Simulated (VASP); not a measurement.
# Pd (Fm-3m) in VASP: further runs, part 2 of 2

VASP 6.6.1. The steps go on from the part before.

**3. Relaxation of cell and atoms, PBE**

This run uses another cell than the first one, of 15.39 Å³/atom, 1.005 times its volume.

INCAR reads:

```
SYSTEM = Pd
  PREC = Accurate
  ENCUT = 500
  EDIFF = 1E-7
  ISMEAR = 0
  SIGMA = 0.1
  LREAL = .FALSE.
  LASPH = .TRUE.
  NELM = 120
  ALGO = Normal
  ISIF = 3
  LWAVE = .FALSE.
  LCHARG = .FALSE.
  GGA = PE
  IBRION = 2
  NSW = 100
  EDIFFG = -0.002
  GGA_COMPAT = .FALSE.
  NELMIN = 4
```

KPOINTS reads:

```
Automatic mesh
0
G
  18 18 18
  0 0 0
```

POSCAR reads:

```
Pd
1.0
    0.0000000000      1.9741749867      1.9741749867
    1.9741749867      0.0000000000      1.9741749867
    1.9741749867      1.9741749867      0.0000000000
Pd
1
Direct
    0.0000000000      0.0000000000      0.0000000000
```

Potentials or basis: VASP PAW PBE potentials, release 64 (Pd).

On the command line:

```
$ cat potpaw_PBE.64/Pd/POTCAR > POTCAR
$ mpirun -np 1 vasp_std > vasp.out
```

OUTCAR:

```text
SYSTEM = Pd
   PREC = Accurate
   ENCUT = 500
   EDIFF = 1E-7
   ISMEAR = 0
   LREAL = .FALSE.
   LASPH = .TRUE.
   NELM = 120
   ISIF = 3
   GGA = PE
   IBRION = 2
   NSW = 100
   EDIFFG = -0.002
   NELMIN = 4

 ion  position               nearest neighbor table
   1  0.000  0.000  0.000-

  LATTYP: Found a face centered cubic cell.
 ALAT       =     3.9483499734

  Lattice vectors:

 A1 = (   0.0000000000,   1.9741749867,   1.9741749867)
 A2 = (   1.9741749867,   0.0000000000,   1.9741749867)
 A3 = (   1.9741749867,   1.9741749867,   0.0000000000)

Analysis of symmetry for initial positions (statically):
=====================================================================
 Subroutine PRICEL returns:
 Original cell was already a primitive cell.

 Routine SETGRP: Setting up the symmetry group for a
 face centered cubic supercell.

 Subroutine GETGRP returns: Found 48 space group operations
 (whereof 48 operations were pure point group operations)
 out of a pool of 48 trial point group operations.

The static configuration has the point symmetry O_h .

Analysis of symmetry for dynamics (positions and initial velocities):
=====================================================================
 Subroutine PRICEL returns:
 Original cell was already a primitive cell.

 Routine SETGRP: Setting up the symmetry group for a
 face centered cubic supercell.

 Subroutine GETGRP returns: Found 48 space group operations
 (whereof 48 operations were pure point group operations)
 out of a pool of 48 trial point group operations.

The dynamic configuration has the point symmetry O_h .

 Subroutine INISYM returns: Found 48 space group operations
 (whereof 48 operations are pure point group operations),
 and found     1 'primitive' translations

----------------------------------------------------------------------------------------

                                     Primitive cell
[... 127 lines left out ...]

--------------------------------------- Ionic step        1  -------------------------------------------

 number of electron      10.0000000 magnetization

 number of electron       9.9999995 magnetization

 Free energy of the ion-electron system (eV)
  ---------------------------------------------------
  ext. energy  EPLUGINS =         0.00000000
  ---------------------------------------------------
  free energy    TOTEN  =        -5.22565034 eV

  energy without entropy =       -5.21334837  energy(sigma->0) =       -5.21949936

------------------------ aborting loop because EDIFF is reached ----------------------------------------

  FORCE on cell =-STRESS in cart. coord.  units (eV):
  Direction    XX          YY          ZZ          XY          YZ          ZX
  --------------------------------------------------------------------------------------
  -------------------------------------------------------------------------------------
  Total       -0.0975782     -0.0975782     -0.0975782      0.0000000      0.0000000      0.0000000
  in kB      -10.1595995    -10.1595995    -10.1595995      0.0000000      0.0000000      0.0000000
  external PRESSURE =     -10.1595995 kB  Pullay stress =       0.0000000 kB
[... 57 lines left out ...]
--------------------------------------- Ionic step        3  -------------------------------------------

 number of electron       9.9999995 magnetization

 Free energy of the ion-electron system (eV)
  ---------------------------------------------------
  ext. energy  EPLUGINS =         0.00000000
  ---------------------------------------------------
  free energy    TOTEN  =        -5.22595834 eV

  energy without entropy =       -5.21375207  energy(sigma->0) =       -5.21985520

 E-fermi :   9.1796     XC(G=0): -12.9607

 val. band max:        9.1782925158   @ k =  -0.4444   0.3889   0.1111
 cond. band min:       9.1856912071   @ k =  -0.3889   0.3889   0.0556
 fundamental gap:      0.0073986913
 Fermi energy:         9.1796163699

 k-point     1 :       0.0000    0.0000    0.0000
  band No.  band energies     occupation
      1       2.3219      2.00000
      2       6.5052      2.00000
      3       6.5052      2.00000
      4       6.5052      2.00000
      5       8.0232      2.00000
      6       8.0232      2.00000
      7      26.3541      0.00000
      8      30.9264      0.00000
      9      30.9264      0.00000
[... 265 lines left out ...]
 k-point    24 :      -0.2222    0.0556    0.0000
  band No.  band energies     occupation
      1       3.9950      2.00000
      2       6.2996      2.00000
      3       6.8142      2.00000
      4       6.8455      2.00000
      5       7.9147      2.00000
      6       8.4097      2.00000
      7      23.8134      0.00000
      8      27.2960      0.00000
      9      30.9610      0.00000

 [... further k-points ...]

------------------------ aborting loop because EDIFF is reached ----------------------------------------

  FORCE on cell =-STRESS in cart. coord.  units (eV):
  Direction    XX          YY          ZZ          XY          YZ          ZX
  --------------------------------------------------------------------------------------
  -------------------------------------------------------------------------------------
  Total        0.0012262      0.0012262      0.0012262      0.0000000      0.0000000     -0.0000000
  in kB        0.1284667      0.1284667      0.1284667      0.0000000      0.0000000     -0.0000000
  external PRESSURE =       0.1284667 kB  Pullay stress =       0.0000000 kB
[... 16 lines left out ...]
  FREE ENERGIE OF THE ION-ELECTRON SYSTEM (eV)
  ---------------------------------------------------
  free  energy   TOTEN  =        -5.2259583394 eV

  energy  without entropy=       -5.2137520698  energy(sigma->0) =       -5.21985520

 reached required accuracy - stopping structural energy minimisation
```

OSZICAR:

```text
N       E                     dE             d eps       ncg     rms          rms(c)
DAV:   1     0.373335662346E+02    0.37334E+02   -0.51032E+03  3542   0.996E+02
DAV:   2    -0.512978786912E+01   -0.42463E+02   -0.41302E+02  3722   0.188E+02
DAV:   3    -0.549235852634E+01   -0.36257E+00   -0.35914E+00  4193   0.202E+01
[... 22 lines left out ...]
DAV:   3    -0.522595877718E+01    0.35634E-04   -0.17634E-04  3884   0.106E-01    0.952E-02
DAV:   4    -0.522595728644E+01    0.14907E-05   -0.83190E-05  3919   0.779E-02    0.532E-03
DAV:   5    -0.522595805491E+01   -0.76847E-06   -0.95076E-07  3867   0.806E-03    0.256E-03
DAV:   6    -0.522595834562E+01   -0.29070E-06   -0.12710E-07  3710   0.404E-03    0.110E-04
DAV:   7    -0.522595833945E+01    0.61677E-08   -0.85460E-10  1769   0.350E-04
   3 F= -.52259583E+01 E0= -.52198552E+01  d E =-.307998E-03
```

CONTCAR:

```text
Pd
   1.00000000000000
     0.0000000000000000    1.9700649815571338    1.9700649815571338
     1.9700649815571338    0.0000000000000000    1.9700649815571338
     1.9700649815571338    1.9700649815571338    0.0000000000000000
  Pd
     1
Direct
     0.0000000000000000    0.0000000000000000    0.0000000000000000

  0.00000000E+00  0.00000000E+00  0.00000000E+00
```

Wall time 79 s (1 thread of Intel Xeon 8259CL, shared host); peak memory 0.15 GiB.

What came out:

* Free energy: -5.2260 eV
* Relaxed volume: 15.29 Å³/atom
* Relaxed cell: a = 2.786 Å, b = 2.786 Å, c = 2.786 Å, α = 60.00°, β = 60.00°, γ = 60.00°
* Space group after relaxing (to 0.05 Å): Fm-3m (No. 225)
* Energy gained by relaxing: 0.3 meV/atom
* Ionic steps: 3
* Pressure after relaxing: 0.0 GPa
* Band gap on the k mesh: zero (band 5 reaches 9.45 eV, above the bottom of band 6 at 7.96 eV)

Step by step:
```csv
step,energy change (eV),largest force (eV/Å),pressure (GPa),volume (Å³)
1,0.0000,0.0000,-1.02,15.39
2,0.0002,0.0000,1.37,15.17
3,-0.0003,0.0000,0.01,15.29
```

Final structure:
```
CELL_PARAMETERS angstrom
0.00000 1.97006 1.97006
1.97006 0.00000 1.97006
1.97006 1.97006 0.00000
ATOMIC_POSITIONS crystal
Pd 0.00000 0.00000 0.00000
```
